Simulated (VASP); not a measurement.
# TiN (Osbornite) (Fm-3m) in VASP: further runs

Runs on TiN (Osbornite). Level: PBEsol. Tasks: single point.

Program: VASP 6.6.1. These are calculated values, not measurements. Logs are shortened: lines on timing, memory, paths and dates and some standing lists are left out, and cuts for length are marked.

### 1 The cell of the first run

It takes space group Fm-3m (No. 225, cubic). The conventional cell has a = 4.213 Å, b = 4.213 Å, c = 4.213 Å, α = 90.00°, β = 90.00°, γ = 90.00°. Within 2.8 Å of Ti (site symmetry m-3m) lie 6 N at 2.11 Å. N (site symmetry m-3m) has 6 Ti at 2.11 Å within 2.8 Å.

### 2 Single point, PBEsol

INCAR

```
PREC = Accurate ; ENCUT = 520
EDIFF = 1E-6 ; ISMEAR = 1
SIGMA = 0.2 ; LREAL = False
LASPH = True ; NELM = 100
ALGO = Normal ; ISIF = 2
LWAVE = False ; LCHARG = False
GGA = PS ; NBANDS = 16
```

KPOINTS

```
regular mesh
0
Gamma
  9 9 9
```

POSCAR

```
TiN
1.0
    0.0000000000      2.1065136631      2.1065136631
    2.1065136631      0.0000000000      2.1065136631
    2.1065136631      2.1065136631      0.0000000000
Ti N
1 1
Direct
    0.0000000000      0.0000000000      0.0000000000
    0.5000000000      0.5000000000      0.5000000000
```

Potentials or basis: VASP PAW PBE potentials, release 64 (Ti_sv, N).

Command:

```bash
> cat potpaw_PBE.64/Ti_sv/POTCAR potpaw_PBE.64/N/POTCAR > POTCAR
> mpirun -np 1 vasp_std > vasp.out
```

OUTCAR:

```text
PREC = Accurate
   ENCUT = 520
   EDIFF = 1E-6
   ISMEAR = 1
   LREAL = False
   LASPH = True
   NELM = 100
   ISIF = 2
   GGA = PS

 ion  position               nearest neighbor table
   1  0.000  0.000  0.000-   2 2.11   2 2.11   2 2.11   2 2.11   2 2.11   2 2.11
   2  0.500  0.500  0.500-   1 2.11   1 2.11   1 2.11   1 2.11   1 2.11   1 2.11

  LATTYP: Found a face centered cubic cell.
 ALAT       =     4.2130273262

  Lattice vectors:

 A1 = (   0.0000000000,   2.1065136631,   2.1065136631)
 A2 = (   2.1065136631,   0.0000000000,   2.1065136631)
 A3 = (   2.1065136631,   2.1065136631,   0.0000000000)

Analysis of symmetry for initial positions (statically):
=====================================================================
 Subroutine PRICEL returns:
 Original cell was already a primitive cell.

 Routine SETGRP: Setting up the symmetry group for a
 face centered cubic supercell.

 Subroutine GETGRP returns: Found 48 space group operations
 (whereof 48 operations were pure point group operations)
 out of a pool of 48 trial point group operations.

The static configuration has the point symmetry O_h .

Analysis of symmetry for dynamics (positions and initial velocities):
=====================================================================
 Subroutine PRICEL returns:
 Original cell was already a primitive cell.

 Routine SETGRP: Setting up the symmetry group for a
 face centered cubic supercell.

 Subroutine GETGRP returns: Found 48 space group operations
 (whereof 48 operations were pure point group operations)
 out of a pool of 48 trial point group operations.

The dynamic configuration has the point symmetry O_h .

 Subroutine INISYM returns: Found 48 space group operations
 (whereof 48 operations are pure point group operations),
 and found     1 'primitive' translations

----------------------------------------------------------------------------------------

                                     Primitive cell

  volume of cell :      18.6949

  direct lattice vectors                    reciprocal lattice vectors
     0.000000000  2.106513663  2.106513663    -0.237359011  0.237359011  0.237359011
     2.106513663  0.000000000  2.106513663     0.237359011 -0.237359011  0.237359011
     2.106513663  2.106513663  0.000000000     0.237359011  0.237359011 -0.237359011

  length of vectors
     2.979060192  2.979060192  2.979060192     0.411117867  0.411117867  0.411117867

  position of ions in fractional coordinates (direct lattice)
     0.000000000  0.000000000  0.000000000
     0.500000000  0.500000000  0.500000000

  ion indices of the primitive-cell ions
   primitive index   ion index
                 1           1
                 2           2

----------------------------------------------------------------------------------------

 KPOINTS: regular mesh

Automatic generation of k-mesh.
 Grid dimensions read from file:
 generate k-points for:    9    9    9

 Generating k-lattice:

  Cartesian coordinates                     Fractional coordinates (reciprocal lattice)
    -0.026373223  0.026373223  0.026373223     0.111111111  0.000000000  0.000000000
     0.026373223 -0.026373223  0.026373223     0.000000000  0.111111111  0.000000000
     0.026373223  0.026373223 -0.026373223     0.000000000  0.000000000  0.111111111

  Length of vectors
     0.045679763  0.045679763  0.045679763

  Shift w.r.t. Gamma in fractional coordinates (k-lattice)
     0.000000000  0.000000000  0.000000000

 Subroutine IBZKPT returns following result:
 ===========================================

 Found     35 irreducible k-points:

 Following reciprocal coordinates:
            Coordinates               Weight
  0.000000  0.000000  0.000000      1.000000
  0.111111  0.000000  0.000000      8.000000
  0.222222  0.000000  0.000000      8.000000
  0.333333  0.000000  0.000000      8.000000
  0.444444  0.000000  0.000000      8.000000
  0.111111  0.111111  0.000000      6.000000
[... 16 lines left out ...]
 -0.333333  0.333333  0.000000     12.000000
  0.444444  0.444444  0.000000      6.000000
 [... further k-points ...]
   k-points           NKPTS =     35   k-points in BZ     NKDIM =     35   number of bands    NBANDS=     16
   number of dos      NEDOS =    301   number of ions     NIONS =      2
   total plane-waves  NPLWV =  13824
   dimension x,y,z NGX =    24 NGY =   24 NGZ =   24
   dimension x,y,z NGXF=    48 NGYF=   48 NGZF=   48
   ions per type =               1   1
   NGX,Y,Z   is equivalent  to a cutoff of  13.39, 13.39, 13.39 a.u.
   NGXF,Y,Z  is equivalent  to a cutoff of  26.79, 26.79, 26.79 a.u.
 SYSTEM =  unknown system
   PREC   = accura    normal or accurate (medium, high low for compatibility)
   ISTART =      0    job   : 0-new  1-cont  2-samecut
   ICHARG =      2    charge: 1-file 2-atom 10-const
   ISPIN  =      1    spin polarized calculation?
   LNONCOLLINEAR =      F non collinear calculations
   LSORBIT =      F    spin-orbit coupling
   LASPH  =      T    aspherical Exc in radial PAW
   ENCUT  =  520.0 eV  38.22 Ry    6.18 a.u.   5.54  5.54  5.54*2*pi/ulx,y,z
   NELM   =    100;   NELMIN=  2; NELMDL= -5     # of ELM steps
   EDIFF  = 0.1E-05   stopping-criterion for ELM
   LREAL  =      F    real-space projection
[... 7 lines left out ...]
   TEBEG  =    0.0;   TEEND  =   0.0 temperature during run
   PSTRESS=    0.0 pullay stress
   NELECT =      17.0000    total number of electrons
   NUPDOWN=      -1.0000    fix difference up-down
   EMIN   =  10.00;   EMAX   =-10.00  energy-range for DOS
   EFERMI =   0.00;   METHOD = LEGACY
   ISMEAR =     1;   SIGMA  =   0.20  broadening in eV -4-tet -1-fermi 0-gaus
   EFERMI_NEDOS =   21; number of points for ismear=-14 and -15
   IALGO  =     38    algorithm
   IMIX   =      4    mixing-type and parameters
     AMIX     =   0.40;   BMIX     =  1.00
     AMIX_MAG =   1.60;   BMIX_MAG =  1.00
  volume/ion in A,a.u.               =       9.35        63.08
  Fermi-wavevector in a.u.,A,eV,Ry     =   1.586050  2.997200 34.226196  2.515554
  Thomas-Fermi vector in A             =   2.685421
   LORBIT       =      0    0 simple, 1 ext, 2 COOP (PROOUT), +10 PAW based schemes
   GGA     = PS    functional components
   LHFCALC =     F    Hartree Fock is set to
   AEXX    =    0.0000 exact exchange contribution
   IVDW    =     0    specifies the selected vdW correction
   LEPSILON=     F    determine dielectric tensor
   LRPA    =     F    only Hartree local field effects (RPA)
 non-spin polarized calculation
 Methfessel and Paxton  Order N= 1 SIGMA  =   0.20
  energy-cutoff  :      520.00
  volume of cell :       18.69
 maximum number of plane-waves:       531
 NGX is ok and might be reduce to    24
   NGX = 11   NGY = 11   NGZ = 11

 number of electron      16.9999999 magnetization

 Free energy of the ion-electron system (eV)
  ---------------------------------------------------
  ext. energy  EPLUGINS =         0.00000000
  ---------------------------------------------------
  free energy    TOTEN  =       -20.78571336 eV

  energy without entropy =      -20.78573432  energy(sigma->0) =      -20.78572035

 E-fermi :  11.5021     XC(G=0): -13.3360

 val. band max:       11.4767733445   @ k =   0.1111   0.0000   0.0000
 cond. band min:      11.5886802737   @ k =   0.4444   0.2222   0.1111
 fundamental gap:      0.1119069293
 Fermi energy:        11.5020728210

 k-point     1 :       0.0000    0.0000    0.0000
  band No.  band energies     occupation
      1     -46.0013      2.00000
      2     -22.0649      2.00000
      3     -22.0649      2.00000
      4     -22.0649      2.00000
      5      -5.5756      2.00000
      6       9.5466      2.00000
[... 8 lines left out ...]
     15      24.7043      0.00000
     16      31.5844      0.00000

 k-point     2 :       0.1111    0.0000    0.0000
  band No.  band energies     occupation
      1     -45.9887      2.00000
      2     -22.1521      2.00000
      3     -22.0720      2.00000
      4     -22.0720      2.00000
      5      -5.3268      2.00000
      6       8.3609      2.00000
[... 8 lines left out ...]
     15      24.8753      0.00000
     16      31.2091      0.00000

 k-point     3 :       0.2222    0.0000    0.0000
  band No.  band energies     occupation
      1     -45.9565      2.00000
      2     -22.3674      2.00000
      3     -22.0901      2.00000
      4     -22.0901      2.00000
      5      -4.6562      2.00000
      6       6.4338      2.00000
[... 8 lines left out ...]
     15      24.6971      0.00000
     16      29.7899      0.00000

 k-point     4 :       0.3333    0.0000    0.0000
  band No.  band energies     occupation
      1     -45.9197      2.00000
      2     -22.6037      2.00000
      3     -22.1104      2.00000
      4     -22.1104      2.00000
      5      -3.7815      2.00000
      6       4.6535      2.00000
[... 8 lines left out ...]
     15      24.6990      0.00000
     16      27.8056      0.00000

 k-point     5 :       0.4444    0.0000    0.0000
  band No.  band energies     occupation
      1     -45.8955      2.00000
      2     -22.7535      2.00000
      3     -22.1236      2.00000
      4     -22.1236      2.00000
      5      -3.0904      2.00000
      6       3.5096      2.00000
[... 8 lines left out ...]
     15      25.4239      0.00000
     16      26.4098      0.00000

 k-point     6 :       0.1111    0.1111    0.0000
  band No.  band energies     occupation
      1     -45.9845      2.00000
      2     -22.1465      2.00000
      3     -22.0912      2.00000
      4     -22.0912      2.00000
      5      -5.2585      2.00000
      6       7.6453      2.00000
[... 8 lines left out ...]
     15      25.0172      0.00000
     16      30.6724      0.00000
[... 267 lines left out ...]
 k-point    21 :       0.4444    0.3333    0.0000
  band No.  band energies     occupation
      1     -45.8732      2.00000
      2     -22.5925      2.00000
      3     -22.2881      2.00000
      4     -22.2523      2.00000
      5      -3.9882      2.00000
      6       5.2690      2.00000
[... 8 lines left out ...]
     15      24.4488      0.00000
     16      25.6228      0.00000

 k-point    22 :      -0.4444    0.3333    0.0000
  band No.  band energies     occupation
      1     -45.8623      2.00000
      2     -22.5858      2.00000
      3     -22.3923      2.00000
      4     -22.2375      2.00000
      5      -3.7360      2.00000
      6       5.4607      2.00000
[... 8 lines left out ...]
     15      24.0667      0.00000
     16      24.7029      0.00000

 k-point    23 :      -0.3333    0.3333    0.0000
  band No.  band energies     occupation
      1     -45.8658      2.00000
      2     -22.5245      2.00000
      3     -22.4807      2.00000
      4     -22.1958      2.00000
      5      -3.4810      2.00000
      6       4.9501      2.00000
[... 8 lines left out ...]
     15      23.2389      0.00000
     16      25.0568      0.00000

 k-point    24 :       0.4444    0.4444    0.0000
  band No.  band energies     occupation
      1     -45.8618      2.00000
      2     -22.6371      2.00000
      3     -22.2829      2.00000
      4     -22.2829      2.00000
      5      -4.1217      2.00000
      6       5.5760      2.00000
[... 8 lines left out ...]
     15      23.7761      0.00000
     16      26.2016      0.00000

 [... further k-points ...]
[... 5 lines left out ...]
  --------------------------------------------------------------------------------------
  -------------------------------------------------------------------------------------
  Total       -0.1766290     -0.1766290     -0.1766290      0.0000000     -0.0000000      0.0000000
  in kB      -15.1373503    -15.1373503    -15.1373503      0.0000000     -0.0000000      0.0000000
  external PRESSURE =     -15.1373503 kB  Pullay stress =       0.0000000 kB

 VOLUME and BASIS-vectors are now :
 -----------------------------------------------------------------------------
  energy-cutoff  :      520.00
  volume of cell :       18.69
      direct lattice vectors                 reciprocal lattice vectors
     0.000000000  2.106513663  2.106513663    -0.237359011  0.237359011  0.237359011
     2.106513663  0.000000000  2.106513663     0.237359011 -0.237359011  0.237359011
     2.106513663  2.106513663  0.000000000     0.237359011  0.237359011 -0.237359011

 POSITION                                       TOTAL-FORCE (eV/Angst)
 -----------------------------------------------------------------------------------
      0.00000      0.00000      0.00000         0.000000      0.000000      0.000000
      2.10651      2.10651      2.10651        -0.000000     -0.000000     -0.000000
 -----------------------------------------------------------------------------------
    total drift:                                0.000000     -0.000000     -0.000000

  FREE ENERGIE OF THE ION-ELECTRON SYSTEM (eV)
  ---------------------------------------------------
  free  energy   TOTEN  =       -20.7857133636 eV

  energy  without entropy=      -20.7857343204  energy(sigma->0) =      -20.78572035
```

Wall time 33 s (1 thread of AMD EPYC 7R13, shared host); peak memory 0.11 GiB.

Results:

```
Free energy : -20.7857 eV
Pressure    : -1.5 GPa
```

Caveat: the PAW data sets were made with another functional, which shifts forces and pressure a little.

### 3 Single point, PBEsol

This run uses another cell than the first one, of 9.29 Å³/atom, 0.993 times its volume.

INCAR

```
ALGO = Normal
EDIFF = 1E-7
ENCUT = 520
GGA = PS
ISIF = 2
ISMEAR = 1
LASPH = True
LCHARG = True
LELF = True
LREAL = False
LVHAR = True
LWAVE = False
NBANDS = 16
NELM = 100
PREC = Accurate
SIGMA = 0.2
```

KPOINTS

```
k-points
0
Gamma
  9 9 9
```

POSCAR

```
TiN
1.0
    0.0000000000      2.1018596099      2.1018596099
    2.1018596099      0.0000000000      2.1018596099
    2.1018596099      2.1018596099      0.0000000000
Ti N
1 1
Direct
    0.0000000000      0.0000000000      0.0000000000
    0.5000000000      0.5000000000      0.5000000000
```

Potentials or basis: VASP PAW PBE potentials, release 64 (Ti_sv, N).

Command:

```bash
> cat potpaw_PBE.64/Ti_sv/POTCAR potpaw_PBE.64/N/POTCAR > POTCAR
> mpirun -np 1 vasp_std > vasp.out
```

Run time: 36 s. Hardware: 1 thread of AMD EPYC 7R13, shared host; peak memory 0.11 GiB.

The run converged. Its results:

```
Free energy : -20.7860 eV
Pressure    : 0.5 GPa
```

Levels at points of the mesh, in eV from the Fermi level:
| k point | band 6 | band 7 | band 8 | band 9 | band 10 | band 11 | band 12 | band 13 |
| --- | --- | --- | --- | --- | --- | --- | --- | --- |
| (0.00, 0.00, 0.00) | -1.96 | -1.96 | -1.96 | -0.57 | -0.57 | -0.57 | 0.68 | 0.68 |

Caveat: the PAW data sets were made with another functional, which shifts forces and pressure a little.

### 4 Single point, PBEsol

This run uses another cell than the first one, of 9.22 Å³/atom, 0.987 times its volume.

INCAR

```
ALGO     = Normal         # electronic algorithm
EDIFF    = 1E-6           # SCF threshold, eV
ENCUT    = 520            # plane-wave cutoff, eV
GGA      = PS             # functional
ISIF     = 2              # what is computed and relaxed
ISMEAR   = 1              # smearing method
LASPH    = T              # aspherical terms in the spheres
LCHARG   = F              # write CHGCAR
LREAL    = F              # projectors in reciprocal space
LWAVE    = F              # write WAVECAR
NBANDS   = 16             # bands
NELM     = 100            # most SCF steps
PREC     = Accurate       # precision mode
SIGMA    = 0.2            # smearing width, eV
```

KPOINTS is that of step 3.

POSCAR

```
TiN
1.0
    0.0000000000      2.0972700455      2.0972700455
    2.0972700455      0.0000000000      2.0972700455
    2.0972700455      2.0972700455      0.0000000000
Ti N
1 1
Direct
    0.0000000000      0.0000000000      0.0000000000
    0.5000000000      0.5000000000      0.5000000000
```

Potentials or basis: VASP PAW PBE potentials, release 64 (Ti_sv, N).

Command:

```bash
> cat potpaw_PBE.64/Ti_sv/POTCAR potpaw_PBE.64/N/POTCAR > POTCAR
> mpirun -np 1 vasp_std > vasp.out
```

OUTCAR:

```text
EDIFF = 1E-6
   ENCUT = 520
   GGA = PS
   ISIF = 2
   ISMEAR = 1
   LASPH = T
   LREAL = F
   NELM = 100
   PREC = Accurate

 ion  position               nearest neighbor table
   1  0.000  0.000  0.000-   2 2.10   2 2.10   2 2.10   2 2.10   2 2.10   2 2.10
   2  0.500  0.500  0.500-   1 2.10   1 2.10   1 2.10   1 2.10   1 2.10   1 2.10

  LATTYP: Found a face centered cubic cell.
 ALAT       =     4.1945400910

  Lattice vectors:

 A1 = (   0.0000000000,   2.0972700455,   2.0972700455)
 A2 = (   2.0972700455,   0.0000000000,   2.0972700455)
 A3 = (   2.0972700455,   2.0972700455,   0.0000000000)

Analysis of symmetry for initial positions (statically):
=====================================================================
 Subroutine PRICEL returns:
 Original cell was already a primitive cell.

 Routine SETGRP: Setting up the symmetry group for a
 face centered cubic supercell.

 Subroutine GETGRP returns: Found 48 space group operations
 (whereof 48 operations were pure point group operations)
 out of a pool of 48 trial point group operations.

The static configuration has the point symmetry O_h .

Analysis of symmetry for dynamics (positions and initial velocities):
[... 155 lines left out ...]
  ---------------------------------------------------
  free energy    TOTEN  =       -20.78472536 eV

  energy without entropy =      -20.78477308  energy(sigma->0) =      -20.78474127

 E-fermi :  11.6827     XC(G=0): -13.4097

 val. band max:       11.6584800472   @ k =   0.1111   0.0000   0.0000
 cond. band min:      11.7707710476   @ k =   0.4444   0.2222   0.1111
 fundamental gap:      0.1122910004
 Fermi energy:        11.6827058620

 k-point     1 :       0.0000    0.0000    0.0000
  band No.  band energies     occupation
      1     -45.8002      2.00000
      2     -21.8531      2.00000
      3     -21.8531      2.00000
      4     -21.8531      2.00000
      5      -5.4744      2.00000
      6       9.7120      2.00000
[... 433 lines left out ...]
      3     -22.0813      2.00000
      4     -22.0813      2.00000
      5      -4.0141      2.00000
      6       5.7249      2.00000
[... 8 lines left out ...]
     15      24.1014      0.00000
     16      26.5397      0.00000

 [... further k-points ...]
[... 5 lines left out ...]
  --------------------------------------------------------------------------------------
  -------------------------------------------------------------------------------------
  Total        0.2833839      0.2833839      0.2833839      0.0000000     -0.0000000      0.0000000
  in kB       24.6089276     24.6089276     24.6089276      0.0000000     -0.0000000      0.0000000
  external PRESSURE =      24.6089276 kB  Pullay stress =       0.0000000 kB

 VOLUME and BASIS-vectors are now :
 -----------------------------------------------------------------------------
  energy-cutoff  :      520.00
  volume of cell :       18.45
      direct lattice vectors                 reciprocal lattice vectors
     0.000000000  2.097270046  2.097270046    -0.238405160  0.238405160  0.238405160
     2.097270046  0.000000000  2.097270046     0.238405160 -0.238405160  0.238405160
     2.097270046  2.097270046  0.000000000     0.238405160  0.238405160 -0.238405160

 POSITION                                       TOTAL-FORCE (eV/Angst)
 -----------------------------------------------------------------------------------
      0.00000      0.00000      0.00000        -0.000000      0.000000      0.000000
      2.09727      2.09727      2.09727         0.000000     -0.000000     -0.000000
 -----------------------------------------------------------------------------------
    total drift:                                0.000000     -0.000000     -0.000000

  FREE ENERGIE OF THE ION-ELECTRON SYSTEM (eV)
  ---------------------------------------------------
  free  energy   TOTEN  =       -20.7847253618 eV

  energy  without entropy=      -20.7847730762  energy(sigma->0) =      -20.78474127
```

Wall time 35 s (1 thread of AMD EPYC 7R13, shared host); peak memory 0.11 GiB.

What came out:

```yaml
Free_energy: -20.7847 eV
Pressure: 2.5 GPa
```

Caveat: the PAW data sets were made with another functional, which shifts forces and pressure a little.

(Part 1 of 2 ends here.)
